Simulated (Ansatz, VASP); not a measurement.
Rh: VASP beside Ansatz

```
Rh
1.0
    -1.50314    1.50314    1.50314
     1.50314   -1.50314    1.50314
     1.50314    1.50314   -1.50314
Rh
1
Cartesian
  0.0000 0.0000 0.0000
```

Alike in both runs: functional LDA; k mesh 20 × 20 × 20; occupations gaussian, width 0.1 eV; no spin polarisation.

Ansatz relaxed the structure, and its values are those at the end. VASP's run is a single point on that final structure, the one shown.

|  | VASP | Ansatz |
| --- | --- | --- |
| version | VASP 6.6.1 | Ansatz 0.2.0 |
| potentials or method | VASP PAW LDA potentials, release 64 (Rh_pv), cutoff 500 eV | scalar-relativistic, plane waves, PAW |
| valence electrons in the cell | 15 | 17 |

|  | VASP | Ansatz | Ansatz less VASP |
| --- | --- | --- | --- |
| gap on the k mesh at the Fermi level (eV) | none | none | - |
| pressure (GPa) | 0.9 | 0.0 | -0.88 |

LDA's correlation is that of Perdew and Zunger in VASP and of Perdew and Wang (1992) in Ansatz. A gap of «none» marks a metal or a gap that the smearing closes. VASP's potentials hold 15 valence electrons a cell and Ansatz's 17, so a difference there can come from the potentials and not from the codes.
